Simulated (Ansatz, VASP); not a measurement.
**One calculation of C, two programs**

```
C
1.0
     2.36709    0.00000    0.00000
    -1.18355    2.04996    0.00000
     0.00000    0.00000   26.00322
C
2
Direct
  0.66667 0.33333 0.50000
  0.33333 0.66667 0.50000
```

Change from the starting cell: biaxial strain -0.040, atoms relaxed.

Alike in both runs: functional PBE; dispersion D3(BJ); k mesh 18 × 18 × 1; occupations gaussian, width 0.1 eV; no spin polarisation.

Ansatz relaxed the structure, and its values are those at the end. VASP's run is a single point on that final structure, the one shown.

|  | VASP | Ansatz |
| --- | --- | --- |
| version | VASP 6.6.1 | Ansatz 0.2.0 |
| potentials or method | VASP PAW PBE potentials, release 64 (C), cutoff 520 eV | scalar-relativistic, plane waves, PAW |
| valence electrons in the cell | 8 | 8 |

|  | VASP | Ansatz | Ansatz less VASP |
| --- | --- | --- | --- |
| gap on the k mesh at the Fermi level (eV) | none | none | - |
| work function, face that differs most (eV) | 3.87 | 3.87 | 0.000 |

A gap of «none» marks a metal or a gap that the smearing closes. Ansatz's warnings: stress scf threshold loose, xc potential rough in thin density.
